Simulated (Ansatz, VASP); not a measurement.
BiSb4O: VASP beside Ansatz

```
Sb Bi O
1.0
     0.00000    4.35493    4.35493
     4.35493    0.00000    4.35493
     4.35493    4.35493    0.00000
Sb Bi O
4 1 1
Direct
  0.62844 0.11468 0.62844
  0.62844 0.62844 0.11468
  0.62844 0.62844 0.62844
  0.11468 0.62844 0.62844
  0.25000 0.25000 0.25000
  0.00000 0.00000 0.00000
```

Change from the starting cell: species swapped into the CeInPt4 type (F-43m, No. 216).

Alike in both runs: functional PBE; k mesh 4 × 4 × 4; occupations gaussian, width 0.1 eV; no spin polarisation.

Ansatz relaxed the structure, and its values are those at the end. VASP's run is a single point on that final structure, the one shown.

```csv
,VASP,Ansatz
version,VASP 6.6.1,Ansatz 0.2.0
potentials or method,"VASP PAW PBE potentials, release 64 (Sb, Bi_d, O), cutoff 520 eV","scalar-relativistic, plane waves, PAW"
valence electrons in the cell,41,81
```

```csv
,VASP,Ansatz,Ansatz less VASP
gap on the k mesh at the Fermi level (eV),none,none,-
pressure (GPa),-0.3,-0.2,+0.07
rms of the force components (eV/Å),0.020,0.027,+0.0070
```

A gap of «none» marks a metal or a gap that the smearing closes. VASP's potentials hold 41 valence electrons a cell and Ansatz's 81, so a difference there can come from the potentials and not from the codes.

Spin-orbit coupling is off throughout.
